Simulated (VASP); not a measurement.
# GaGe3 (Fm-3m) in VASP: further runs, part 2 of 2

VASP 6.6.1. Earlier steps stand in the parts before.

## (4) Single point, r2SCAN

This run uses another cell than the first one, of 20.60 Å³/atom, 1.039 times its volume.

POSCAR

```
GaGe3
1.0
    0.0000000000      3.4535989049      3.4535989049
    3.4535989049      0.0000000000      3.4535989049
    3.4535989049      3.4535989049      0.0000000000
Ge Ga
3 1
Direct
    0.5000000000      0.5000000000      0.5000000000
    0.7500000000      0.7500000000      0.7500000000
    0.2500000000      0.2500000000      0.2500000000
    0.0000000000      0.0000000000      0.0000000000
```

INCAR.step1

```
  PREC = Accurate
  ENCUT = 520
  ISMEAR = -1
  SIGMA = 0.05
  LREAL = F
  LASPH = T
  NELM = 80
  NBANDS = 36
  GGA = PE
  ALGO = Normal
  EDIFF = 1E-4
  LWAVE = T
  LCHARG = F
```

INCAR.step2

```
  PREC = Accurate
  ENCUT = 520
  EDIFF = 1E-7
  ISMEAR = -1
  SIGMA = 0.05
  LREAL = F
  LASPH = T
  NELM = 80
  ALGO = Normal
  ISIF = 2
  LWAVE = F
  LCHARG = F
  METAGGA = R2SCAN
  LMIXTAU = T
  NBANDS = 36
  ISTART = 1
```

KPOINTS

```
Automatic mesh
0
Gamma
  7 7 7
```

Potentials or basis: VASP PAW PBE potentials, release 64 (Ge_d, Ga_d).

On the command line:

```sh
$ cat potpaw_PBE.64/Ge_d/POTCAR potpaw_PBE.64/Ga_d/POTCAR > POTCAR
$ cp INCAR.step1 INCAR
$ mpirun -np 1 vasp_std > vasp.out
$ cp INCAR.step2 INCAR
$ mpirun -np 1 vasp_std > vasp.out
```

OUTCAR:

```text
PREC = Accurate
   ENCUT = 520
   EDIFF = 1E-7
   ISMEAR = -1
   LREAL = F
   LASPH = T
   NELM = 80
   ISIF = 2
   METAGGA = R2SCAN
   ISTART = 1

 ion  position               nearest neighbor table
   1  0.500  0.500  0.500-
   2  0.750  0.750  0.750-
   3  0.250  0.250  0.250-
   4  0.000  0.000  0.000-

  LATTYP: Found a face centered cubic cell.
 ALAT       =     6.9071978098

  Lattice vectors:

 A1 = (   0.0000000000,   3.4535989049,   3.4535989049)
 A2 = (   3.4535989049,   0.0000000000,   3.4535989049)
 A3 = (   3.4535989049,   3.4535989049,   0.0000000000)

Analysis of symmetry for initial positions (statically):
=====================================================================
 Subroutine PRICEL returns:
 Original cell was already a primitive cell.

 Routine SETGRP: Setting up the symmetry group for a
 face centered cubic supercell.

 Subroutine GETGRP returns: Found 48 space group operations
 (whereof 48 operations were pure point group operations)
 out of a pool of 48 trial point group operations.

The static configuration has the point symmetry O_h .

Analysis of symmetry for dynamics (positions and initial velocities):
=====================================================================
 Subroutine PRICEL returns:
 Original cell was already a primitive cell.

 Routine SETGRP: Setting up the symmetry group for a
 face centered cubic supercell.

 Subroutine GETGRP returns: Found 48 space group operations
 (whereof 48 operations were pure point group operations)
 out of a pool of 48 trial point group operations.

The dynamic configuration has the point symmetry O_h .

 Subroutine INISYM returns: Found 48 space group operations
 (whereof 48 operations are pure point group operations),
 and found     1 'primitive' translations

----------------------------------------------------------------------------------------

                                     Primitive cell

  volume of cell :      82.3845

  direct lattice vectors                    reciprocal lattice vectors
     0.000000000  3.453598905  3.453598905    -0.144776511  0.144776511  0.144776511
     3.453598905  0.000000000  3.453598905     0.144776511 -0.144776511  0.144776511
     3.453598905  3.453598905  0.000000000     0.144776511  0.144776511 -0.144776511

  length of vectors
     4.884126410  4.884126410  4.884126410     0.250760273  0.250760273  0.250760273

  position of ions in fractional coordinates (direct lattice)
     0.500000000  0.500000000  0.500000000
     0.750000000  0.750000000  0.750000000
     0.250000000  0.250000000  0.250000000
     0.000000000  0.000000000  0.000000000

  ion indices of the primitive-cell ions
   primitive index   ion index
                 1           1
                 2           2
                 3           3
                 4           4

----------------------------------------------------------------------------------------

 KPOINTS: Automatic mesh

Automatic generation of k-mesh.
 Grid dimensions read from file:
 generate k-points for:    7    7    7

 Generating k-lattice:

  Cartesian coordinates                     Fractional coordinates (reciprocal lattice)
    -0.020682359  0.020682359  0.020682359     0.142857143  0.000000000  0.000000000
     0.020682359 -0.020682359  0.020682359     0.000000000  0.142857143  0.000000000
     0.020682359  0.020682359 -0.020682359     0.000000000  0.000000000  0.142857143

  Length of vectors
     0.035822896  0.035822896  0.035822896

  Shift w.r.t. Gamma in fractional coordinates (k-lattice)
     0.000000000  0.000000000  0.000000000

 Subroutine IBZKPT returns following result:
 ===========================================

 Found     20 irreducible k-points:

 Following reciprocal coordinates:
            Coordinates               Weight
  0.000000  0.000000  0.000000      1.000000
  0.142857  0.000000  0.000000      8.000000
  0.285714  0.000000  0.000000      8.000000
  0.428571  0.000000  0.000000      8.000000
  0.142857  0.142857  0.000000      6.000000
  0.285714  0.142857  0.000000     24.000000
[... 12 lines left out ...]
 -0.428571  0.428571  0.142857     24.000000
 -0.285714  0.428571  0.142857     24.000000
   k-points           NKPTS =     20   k-points in BZ     NKDIM =     20   number of bands    NBANDS=     36
   number of dos      NEDOS =    301   number of ions     NIONS =      4
   total plane-waves  NPLWV =  46656
   dimension x,y,z NGX =    36 NGY =   36 NGZ =   36
   dimension x,y,z NGXF=    72 NGYF=   72 NGZF=   72
   ions per type =               3   1
   NGX,Y,Z   is equivalent  to a cutoff of  12.25, 12.25, 12.25 a.u.
   NGXF,Y,Z  is equivalent  to a cutoff of  24.51, 24.51, 24.51 a.u.
 SYSTEM =  unknown system
   PREC   = accura    normal or accurate (medium, high low for compatibility)
   ISTART =      1    job   : 0-new  1-cont  2-samecut
   ICHARG =      0    charge: 1-file 2-atom 10-const
   ISPIN  =      1    spin polarized calculation?
   LNONCOLLINEAR =      F non collinear calculations
   LSORBIT =      F    spin-orbit coupling
   LASPH  =      T    aspherical Exc in radial PAW
   ENCUT  =  520.0 eV  38.22 Ry    6.18 a.u.   9.08  9.08  9.08*2*pi/ulx,y,z
   NELM   =     80;   NELMIN=  2; NELMDL=  0     # of ELM steps
   EDIFF  = 0.1E-06   stopping-criterion for ELM
   LREAL  =      F    real-space projection
   EDIFFG = 0.1E-05   stopping-criterion for IOM
   NSW    =      0    number of steps for IOM
   IBRION =     -1    ionic relax: 0-MD 1-quasi-New 2-CG
   NFREE  =      0    steps in history (QN), initial steepest desc. (CG)
   ISIF   =      2    stress and relaxation
   ISYM   =      2    0-nonsym 1-usesym 2-fastsym
   POTIM  = 0.5000    time-step for ionic-motion
   TEBEG  =    0.0;   TEEND  =   0.0 temperature during run
   PSTRESS=    0.0 pullay stress
   NELECT =      55.0000    total number of electrons
   NUPDOWN=      -1.0000    fix difference up-down
   EMIN   =  10.00;   EMAX   =-10.00  energy-range for DOS
   EFERMI =   0.00;   METHOD = LEGACY
   ISMEAR =    -1;   SIGMA  =   0.05  broadening in eV -4-tet -1-fermi 0-gaus
   EFERMI_NEDOS =   21; number of points for ismear=-14 and -15
   IALGO  =     38    algorithm
   IMIX   =      4    mixing-type and parameters
     AMIX     =   0.40;   BMIX     =  1.00
     AMIX_MAG =   1.60;   BMIX_MAG =  1.00
  volume/ion in A,a.u.               =      20.60       138.99
  Fermi-wavevector in a.u.,A,eV,Ry     =   1.430805  2.703830 27.853893  2.047203
  Thomas-Fermi vector in A             =   2.550611
   LORBIT       =      0    0 simple, 1 ext, 2 COOP (PROOUT), +10 PAW based schemes
   METAGGA = R2SCAN    functional components
   LHFCALC =     F    Hartree Fock is set to
   AEXX    =    0.0000 exact exchange contribution
   IVDW    =     0    specifies the selected vdW correction
   LEPSILON=     F    determine dielectric tensor
   LRPA    =     F    only Hartree local field effects (RPA)
 non-spin polarized calculation
  energy-cutoff  :      520.00
  volume of cell :       82.38
 maximum number of plane-waves:      2239
   NGX = 19   NGY = 19   NGZ = 19

 number of electron      54.9999963 magnetization

 Free energy of the ion-electron system (eV)
  ---------------------------------------------------
  ext. energy  EPLUGINS =         0.00000000
  ---------------------------------------------------
  free energy    TOTEN  =       -51.12401771 eV

  energy without entropy =      -51.11193029  energy(sigma->0) =      -51.11797400

 E-fermi :   5.4135     XC(G=0): -11.8737

 val. band max:        5.3568835708   @ k =  -0.4286   0.1429   0.0000
 cond. band min:       5.4637061806   @ k =   0.4286   0.2857   0.0000
 fundamental gap:      0.1068226098
 Fermi energy:         5.4135340332

 k-point     1 :       0.0000    0.0000    0.0000
  band No.  band energies     occupation
      1     -19.9815      2.00000
      2     -19.9815      2.00000
      3     -19.9783      2.00000
      4     -19.9783      2.00000
      5     -19.9783      2.00000
      6     -19.9586      2.00000
[... 28 lines left out ...]
     35      10.6431      0.00000
     36      15.0876      0.00000
[... 710 lines left out ...]
      6     -19.9534      2.00000
[... 28 lines left out ...]
     35      12.1883      0.00000
     36      12.5047      0.00000

------------------------ aborting loop because EDIFF is reached ----------------------------------------

  FORCE on cell =-STRESS in cart. coord.  units (eV):
  Direction    XX          YY          ZZ          XY          YZ          ZX
  --------------------------------------------------------------------------------------
  -------------------------------------------------------------------------------------
  Total       -2.8492352     -2.8492352     -2.8492352      0.0000000      0.0000000     -0.0000000
  in kB      -55.4106439    -55.4106439    -55.4106439      0.0000000      0.0000000     -0.0000000
  external PRESSURE =     -55.4106439 kB  Pullay stress =       0.0000000 kB

 VOLUME and BASIS-vectors are now :
 -----------------------------------------------------------------------------
  energy-cutoff  :      520.00
  volume of cell :       82.38
      direct lattice vectors                 reciprocal lattice vectors
     0.000000000  3.453598905  3.453598905    -0.144776511  0.144776511  0.144776511
     3.453598905  0.000000000  3.453598905     0.144776511 -0.144776511  0.144776511
     3.453598905  3.453598905  0.000000000     0.144776511  0.144776511 -0.144776511

 POSITION                                       TOTAL-FORCE (eV/Angst)
 -----------------------------------------------------------------------------------
      3.45360      3.45360      3.45360         0.000000     -0.000000      0.000000
      5.18040      5.18040      5.18040         0.000000      0.000000      0.000000
      1.72680      1.72680      1.72680        -0.000000      0.000000     -0.000000
      0.00000      0.00000      0.00000         0.000000     -0.000000      0.000000
 -----------------------------------------------------------------------------------
    total drift:                                0.000000      0.000000      0.000000

  FREE ENERGIE OF THE ION-ELECTRON SYSTEM (eV)
  ---------------------------------------------------
  free  energy   TOTEN  =       -51.1240177066 eV

  energy  without entropy=      -51.1119302921  energy(sigma->0) =      -51.11797400
```

Wall time 2.8 min (1 thread of AMD EPYC 9R45 (Zen 5), shared host); peak memory 0.21 GiB.

What came out:

- Free energy: -51.1240 eV
- Pressure: -5.5 GPa

Levels at points of the mesh, in eV from the Fermi level:
| k point | band 24 | band 25 | band 26 | band 27 | band 28 | band 29 | band 30 | band 31 | band 32 | band 33 |
| --- | --- | --- | --- | --- | --- | --- | --- | --- | --- | --- |
| (0.00, 0.00, 0.00) | -1.47 | -1.47 | -1.47 | -1.36 | -1.16 | -1.16 | -1.16 | 0.31 | 0.31 | 0.31 |

Caveat: the PAW data sets were made with another functional, which shifts forces and pressure a little.

## (5) Overview

| cell | gap on the mesh (eV) | pressure (GPa) |
| --- | --- | --- |
| a = 4.822 Å, angles 60.0°, 4 atoms | none | -3.7 |
| a = 4.853 Å, angles 60.0°, 4 atoms | none | -4.7 |
| a = 4.884 Å, angles 60.0°, 4 atoms | none | -5.5 |

Alike in all rows: task single point; level r2SCAN; potentials or basis VASP PAW PBE potentials, release 64 (Ge_d, Ga_d); no spin polarisation; k mesh 7 × 7 × 7; cutoff (eV) 520; smearing fermi-dirac 0.05 eV.

Caveats: the PAW data sets were made with another functional, which shifts forces and pressure a little.

Total energies depend on the potentials used, so only differences within one code and one set of settings carry meaning.
